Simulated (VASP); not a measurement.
# Sc (I4/mmm) in VASP: a series of runs

Sc is run at these levels: PBEsol; tasks: single point.

Everything below comes from runs of VASP 6.6.1. Logs are shortened: lines on timing, memory, paths and dates and some standing lists are left out, and cuts for length are marked.

## 1. The cell of the first run

Symmetry: I4/mmm, No. 139, tetragonal system. Conventional cell: a = 3.131 Å, b = 3.131 Å, c = 4.541 Å, α = 90.00°, β = 90.00°, γ = 90.00°. Within 4.1 Å of Sc (site symmetry 4/mmm) lie 12 Sc at 3.13 to 3.17 Å.

## 2. Single point, PBEsol (strain -0.025 along x and y, +0.000 along z)

Contents of INCAR:

```
PREC = Accurate
ENCUT = 520
EDIFF = 1E-6
ISMEAR = 0
SIGMA = 0.15
LREAL = False
LASPH = True
NELM = 100
ALGO = Normal
ISIF = 2
LWAVE = False
LCHARG = True
GGA = PS
LELF = True
LVHAR = True
NBANDS = 12
```

Contents of KPOINTS:

```
Automatic mesh
0
Gamma
  18 18 18
```

Contents of POSCAR:

```
Sc
1.0
    0.0000000000      2.2137375000      2.2705000000
    2.2137375000      0.0000000000      2.2705000000
    2.2137375000      2.2137375000      0.0000000000
Sc
1
Direct
    0.0000000000      0.0000000000      0.0000000000
```

Potentials or basis: VASP PAW PBE potentials, release 64 (Sc_sv).

Launch:

```bash
$ cat potpaw_PBE.64/Sc_sv/POTCAR > POTCAR
$ mpirun -np 1 vasp_std > vasp.out
```

OUTCAR:

```text
PREC = Accurate
   ENCUT = 520
   EDIFF = 1E-6
   ISMEAR = 0
   LREAL = False
   LASPH = True
   NELM = 100
   ISIF = 2
   GGA = PS

 ion  position               nearest neighbor table
   1  0.000  0.000  0.000-

  LATTYP: Found a body centered tetragonal cell.
 ALAT       =     3.1306975960
 C/A-ratio  =     1.4504754486

  Lattice vectors:

 A1 = (  -2.2137375000,   0.0000000000,   2.2705000000)
 A2 = (   2.2137375000,   0.0000000000,   2.2705000000)
 A3 = (   0.0000000000,   2.2137375000,  -2.2705000000)

Analysis of symmetry for initial positions (statically):
=====================================================================
 Subroutine PRICEL returns:
 Original cell was already a primitive cell.

 Routine SETGRP: Setting up the symmetry group for a
 body centered tetragonal supercell.

 Subroutine GETGRP returns: Found 16 space group operations
 (whereof 16 operations were pure point group operations)
 out of a pool of 16 trial point group operations.

The static configuration has the point symmetry D_4h.

Analysis of symmetry for dynamics (positions and initial velocities):
=====================================================================
 Subroutine PRICEL returns:
 Original cell was already a primitive cell.

 Routine SETGRP: Setting up the symmetry group for a
 body centered tetragonal supercell.

 Subroutine GETGRP returns: Found 16 space group operations
 (whereof 16 operations were pure point group operations)
 out of a pool of 16 trial point group operations.

The dynamic configuration has the point symmetry D_4h.

 Subroutine INISYM returns: Found 16 space group operations
 (whereof 16 operations are pure point group operations),
 and found     1 'primitive' translations

----------------------------------------------------------------------------------------

                                     Primitive cell

  volume of cell :      22.2538

  direct lattice vectors                    reciprocal lattice vectors
     0.000000000  2.213737500  2.270500000    -0.225862371  0.225862371  0.220215811
     2.213737500  0.000000000  2.270500000     0.225862371 -0.225862371  0.220215811
     2.213737500  2.213737500  0.000000000     0.225862371  0.225862371 -0.220215811

  length of vectors
     3.171088767  3.171088767  3.130697596     0.387972454  0.387972454  0.387972454

  position of ions in fractional coordinates (direct lattice)
     0.000000000  0.000000000  0.000000000

  ion indices of the primitive-cell ions
   primitive index   ion index
                 1           1

----------------------------------------------------------------------------------------

 KPOINTS: Automatic mesh

Automatic generation of k-mesh.
 Grid dimensions read from file:
 generate k-points for:   18   18   18

 Generating k-lattice:

  Cartesian coordinates                     Fractional coordinates (reciprocal lattice)
    -0.012547909  0.012547909  0.012234212     0.055555556  0.000000000  0.000000000
     0.012547909 -0.012547909  0.012234212     0.000000000  0.055555556  0.000000000
     0.012547909  0.012547909 -0.012234212     0.000000000  0.000000000  0.055555556

  Length of vectors
     0.021554025  0.021554025  0.021554025

  Shift w.r.t. Gamma in fractional coordinates (k-lattice)
     0.000000000  0.000000000  0.000000000

 Subroutine IBZKPT returns following result:
 ===========================================

 Found    480 irreducible k-points:

 Following reciprocal coordinates:
            Coordinates               Weight
  0.000000  0.000000  0.000000      1.000000
  0.055556 -0.000000  0.000000      8.000000
  0.111111 -0.000000  0.000000      8.000000
  0.166667 -0.000000  0.000000      8.000000
  0.222222  0.000000  0.000000      8.000000
  0.277778  0.000000  0.000000      8.000000
[... 16 lines left out ...]
 -0.277778  0.055556  0.000000      8.000000
 -0.222222  0.055556  0.000000      8.000000
 [... further k-points ...]
   k-points           NKPTS =    480   k-points in BZ     NKDIM =    480   number of bands    NBANDS=     12
   number of dos      NEDOS =    301   number of ions     NIONS =      1
   total plane-waves  NPLWV =  13824
   dimension x,y,z NGX =    24 NGY =   24 NGZ =   24
   dimension x,y,z NGXF=    48 NGYF=   48 NGZF=   48
   ions per type =               1
   NGX,Y,Z   is equivalent  to a cutoff of  12.58, 12.58, 12.74 a.u.
   NGXF,Y,Z  is equivalent  to a cutoff of  25.16, 25.16, 25.49 a.u.
 SYSTEM =  unknown system
   PREC   = accura    normal or accurate (medium, high low for compatibility)
   ISTART =      0    job   : 0-new  1-cont  2-samecut
   ICHARG =      2    charge: 1-file 2-atom 10-const
   ISPIN  =      1    spin polarized calculation?
   LNONCOLLINEAR =      F non collinear calculations
   LSORBIT =      F    spin-orbit coupling
   LASPH  =      T    aspherical Exc in radial PAW
   ENCUT  =  520.0 eV  38.22 Ry    6.18 a.u.   5.90  5.90  5.82*2*pi/ulx,y,z
   NELM   =    100;   NELMIN=  2; NELMDL= -5     # of ELM steps
   EDIFF  = 0.1E-05   stopping-criterion for ELM
   LREAL  =      F    real-space projection
[... 7 lines left out ...]
   TEBEG  =    0.0;   TEEND  =   0.0 temperature during run
   PSTRESS=    0.0 pullay stress
   NELECT =      11.0000    total number of electrons
   NUPDOWN=      -1.0000    fix difference up-down
   EMIN   =  10.00;   EMAX   =-10.00  energy-range for DOS
   EFERMI =   0.00;   METHOD = LEGACY
   ISMEAR =     0;   SIGMA  =   0.15  broadening in eV -4-tet -1-fermi 0-gaus
   EFERMI_NEDOS =   21; number of points for ismear=-14 and -15
   IALGO  =     38    algorithm
   IMIX   =      4    mixing-type and parameters
     AMIX     =   0.40;   BMIX     =  1.00
     AMIX_MAG =   1.60;   BMIX_MAG =  1.00
  volume/ion in A,a.u.               =      22.25       150.18
  Fermi-wavevector in a.u.,A,eV,Ry     =   1.294408  2.446076 22.796449  1.675492
  Thomas-Fermi vector in A             =   2.425993
   LORBIT       =      0    0 simple, 1 ext, 2 COOP (PROOUT), +10 PAW based schemes
   GGA     = PS    functional components
   LHFCALC =     F    Hartree Fock is set to
   AEXX    =    0.0000 exact exchange contribution
   IVDW    =     0    specifies the selected vdW correction
   LEPSILON=     F    determine dielectric tensor
   LRPA    =     F    only Hartree local field effects (RPA)
 non-spin polarized calculation
 Gauss-broadening in eV      SIGMA  =   0.15
  energy-cutoff  :      520.00
  volume of cell :       22.25
 maximum number of plane-waves:       616
   NGX = 11   NGY = 11   NGZ = 11

 number of electron      11.0000003 magnetization

 Free energy of the ion-electron system (eV)
  ---------------------------------------------------
  ext. energy  EPLUGINS =         0.00000000
  ---------------------------------------------------
  free energy    TOTEN  =        -6.55378736 eV

  energy without entropy =       -6.53495027  energy(sigma->0) =       -6.54436882

 E-fermi :   4.2554     XC(G=0): -10.4122

 val. band max:        4.2514143841   @ k =  -0.4444   0.1667   0.3333
 cond. band min:       4.2554419746   @ k =  -0.2778   0.4444   0.1667
 fundamental gap:      0.0040275905
 Fermi energy:         4.2553848113

 k-point     1 :       0.0000    0.0000    0.0000
  band No.  band energies     occupation
      1     -44.6996      2.00000
      2     -23.1317      2.00000
      3     -23.1316      2.00000
      4     -23.1316      2.00000
      5      -1.1274      2.00000
      6       5.8466      0.00000
      7       6.0325      0.00000
      8       6.0325      0.00000
      9       7.4372      0.00000
     10       7.6603      0.00000
     11      17.3532      0.00000
     12      20.8067      0.00000

 k-point     2 :       0.0556   -0.0000    0.0000
  band No.  band energies     occupation
      1     -44.6968      2.00000
      2     -23.1495      2.00000
      3     -23.1342      2.00000
      4     -23.1335      2.00000
      5      -1.0408      2.00000
      6       5.8367      0.00000
      7       6.0080      0.00000
      8       6.0666      0.00000
      9       7.4149      0.00000
     10       7.6322      0.00000
     11      17.4521      0.00000
     12      20.3617      0.00000

 k-point     3 :       0.1111   -0.0000    0.0000
  band No.  band energies     occupation
      1     -44.6887      2.00000
      2     -23.2005      2.00000
      3     -23.1414      2.00000
      4     -23.1391      2.00000
      5      -0.7863      2.00000
      6       5.7008      0.00000
      7       6.0424      0.00000
      8       6.1566      0.00000
      9       7.3678      0.00000
     10       7.5651      0.00000
     11      17.6669      0.00000
     12      19.1412      0.00000

 k-point     4 :       0.1667   -0.0000    0.0000
  band No.  band energies     occupation
      1     -44.6763      2.00000
      2     -23.2779      2.00000
      3     -23.1523      2.00000
      4     -23.1475      2.00000
      5      -0.3803      2.00000
      6       5.4502      0.00000
      7       6.1179      0.00000
      8       6.2604      0.00000
      9       7.3566      0.00000
     10       7.5130      0.00000
     11      17.4162      0.00000
     12      18.2984      0.00000

 k-point     5 :       0.2222    0.0000    0.0000
  band No.  band energies     occupation
      1     -44.6610      2.00000
      2     -23.3718      2.00000
      3     -23.1658      2.00000
      4     -23.1578      2.00000
      5       0.1485      2.00000
      6       5.1686      0.00000
      7       6.1325      0.00000
      8       6.3067      0.00000
      9       7.4617      0.00000
     10       7.5576      0.00000
     11      16.2468      0.00000
     12      18.1896      0.00000

 k-point     6 :       0.2778    0.0000    0.0000
  band No.  band energies     occupation
      1     -44.6447      2.00000
      2     -23.4702      2.00000
      3     -23.1800      2.00000
      4     -23.1687      2.00000
      5       0.7546      2.00000
      6       4.9133      0.00000
      7       6.0598      0.00000
      8       6.2567      0.00000
      9       7.7032      0.00000
     10       7.7400      0.00000
     11      15.0145      0.00000
     12      17.8956      0.00000

 k-point     7 :       0.3333    0.0000    0.0000
  band No.  band energies     occupation
      1     -44.6293      2.00000
      2     -23.5614      2.00000
      3     -23.1933      2.00000
      4     -23.1790      2.00000
      5       1.3692      2.00000
      6       4.7318      0.00001
      7       5.9446      0.00000
      8       6.1498      0.00000
      9       8.0078      0.00000
     10       8.0189      0.00000
     11      13.8646      0.00000
     12      17.4547      0.00000

 k-point     8 :       0.3889    0.0000    0.0000
  band No.  band energies     occupation
      1     -44.6167      2.00000
      2     -23.6348      2.00000
      3     -23.2042      2.00000
      4     -23.1873      2.00000
      5       1.8965      2.00000
      6       4.6585      0.00014
      7       5.8345      0.00000
      8       6.0413      0.00000
      9       8.2773      0.00000
     10       8.3266      0.00000
     11      12.8816      0.00000
     12      17.0432      0.00000
[... 166 lines left out ...]
 k-point    20 :      -0.4444    0.0556    0.0000
  band No.  band energies     occupation
      1     -44.6056      2.00000
      2     -23.6866      2.00000
      3     -23.2260      2.00000
      4     -23.1946      2.00000
      5       2.3768      2.00000
      6       4.6322      0.00038
      7       5.6902      0.00000
      8       5.9965      0.00000
      9       8.4556      0.00000
     10       8.7449      0.00000
     11      12.0256      0.00000
     12      16.7421      0.00000

 k-point    21 :      -0.3889    0.0556    0.0000
  band No.  band energies     occupation
      1     -44.6119      2.00000
      2     -23.6513      2.00000
      3     -23.2226      2.00000
      4     -23.1876      2.00000
      5       2.1118      2.00000
      6       4.6103      0.00082
      7       5.7455      0.00000
      8       6.0507      0.00000
      9       8.2305      0.00000
     10       8.6201      0.00000
     11      12.5955      0.00000
     12      16.9354      0.00000

 k-point    22 :      -0.3333    0.0556    0.0000
  band No.  band energies     occupation
      1     -44.6229      2.00000
      2     -23.5886      2.00000
      3     -23.2142      2.00000
      4     -23.1779      2.00000
      5       1.6382      2.00000
      6       4.6547      0.00017
      7       5.8488      0.00000
      8       6.1504      0.00000
      9       7.9275      0.00000
     10       8.3662      0.00000
     11      13.5102      0.00000
     12      17.2738      0.00000

 k-point    23 :      -0.2778    0.0556    0.0000
  band No.  band energies     occupation
      1     -44.6372      2.00000
      2     -23.5054      2.00000
      3     -23.2019      2.00000
      4     -23.1668      2.00000
      5       1.0419      2.00000
      6       4.8042      0.00000
      7       5.9738      0.00000
      8       6.2716      0.00000
      9       7.6141      0.00000
     10       8.0554      0.00000
     11      14.6253      0.00000
     12      17.6822      0.00000

 k-point    24 :      -0.2222    0.0556    0.0000
  band No.  band energies     occupation
      1     -44.6532      2.00000
      2     -23.4112      2.00000
      3     -23.1871      2.00000
      4     -23.1555      2.00000
      5       0.4248      2.00000
      6       5.0392      0.00000
      7       6.0757      0.00000
      8       6.3599      0.00000
      9       7.3772      0.00000
     10       7.7670      0.00000
     11      15.8429      0.00000
     12      18.0265      0.00000

 [... further k-points ...]

------------------------ aborting loop because EDIFF is reached ----------------------------------------

  FORCE on cell =-STRESS in cart. coord.  units (eV):
  Direction    XX          YY          ZZ          XY          YZ          ZX
  --------------------------------------------------------------------------------------
  -------------------------------------------------------------------------------------
  Total        0.5234841      0.5234841      0.4086584      0.0000000      0.0000000     -0.0000000
  in kB       37.6886301     37.6886301     29.4216699      0.0000000      0.0000000     -0.0000000
  external PRESSURE =      34.9329767 kB  Pullay stress =       0.0000000 kB

 VOLUME and BASIS-vectors are now :
 -----------------------------------------------------------------------------
  energy-cutoff  :      520.00
  volume of cell :       22.25
      direct lattice vectors                 reciprocal lattice vectors
     0.000000000  2.213737500  2.270500000    -0.225862371  0.225862371  0.220215811
     2.213737500  0.000000000  2.270500000     0.225862371 -0.225862371  0.220215811
     2.213737500  2.213737500  0.000000000     0.225862371  0.225862371 -0.220215811

 POSITION                                       TOTAL-FORCE (eV/Angst)
 -----------------------------------------------------------------------------------
      0.00000      0.00000      0.00000        -0.000000      0.000000      0.000000
 -----------------------------------------------------------------------------------
    total drift:                                0.000000      0.000000     -0.000000

  FREE ENERGIE OF THE ION-ELECTRON SYSTEM (eV)
  ---------------------------------------------------
  free  energy   TOTEN  =        -6.5537873634 eV

  energy  without entropy=       -6.5349502711  energy(sigma->0) =       -6.54436882
```

Wall time 1.7 min (1 thread of Intel Xeon 8259CL, shared host); peak memory 0.24 GiB.

What came out:

```
Free energy            : -6.5538 eV
Pressure               : 3.5 GPa
Band gap on the k mesh : zero (an odd number of electrons rules out a gap without spin polarisation)
```

Levels at points of the mesh, in eV from the Fermi level:
```csv
k point,band 1,band 2,band 3,band 4,band 5,band 6,band 7,band 8,band 9,band 10
"(0.00, 0.00, 0.00)",-48.95,-27.39,-27.39,-27.39,-5.38,1.59,1.78,1.78,3.18,3.40
"(0.50, 0.00, 0.00)",-48.86,-27.95,-27.47,-27.45,-1.90,0.46,1.48,1.68,4.29,4.38
"(0.50, 0.50, 0.00)",-48.84,-27.91,-27.57,-27.57,-1.77,-0.75,2.05,4.34,4.60,4.60
"(0.50, 0.00, 0.50)",-48.83,-27.92,-27.61,-27.58,-1.74,-0.81,2.44,4.32,4.54,4.68
```

Caveat: the cell differs from its parent crystal (strain -0.025 along x and y, +0.000 along z); the cell stands under pressure; the PAW data sets were made with another functional, which shifts forces and pressure a little.

(Part 1 of 2 ends here.)
